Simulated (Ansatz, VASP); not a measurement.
**Cr in VASP and in Ansatz**

```
Cr
1.0
     0.00000    1.81064    1.81064
     1.81064    0.00000    1.81064
     1.81064    1.81064    0.00000
Cr
1
Direct
  0.00000 0.00000 0.00000
```

Alike in both runs: task single point; functional PBE; k mesh 20 × 20 × 20; occupations gaussian, width 0.05 eV; no spin polarisation.

```csv
,VASP,Ansatz
version,VASP 6.6.1,Ansatz 0.2.0
potentials or method,"VASP PAW PBE potentials, release 64 (Cr_pv), cutoff 500 eV","scalar-relativistic, plane waves, PAW"
valence electrons in the cell,12,14
```

VASP gave:

```
pressure (GPa) : -0.6
```

Task: Which values does Ansatz return?

Result: Pressure (GPa): 0.0.

VASP's potentials hold 12 valence electrons a cell and Ansatz's 14, so a difference there can come from the potentials and not from the codes.
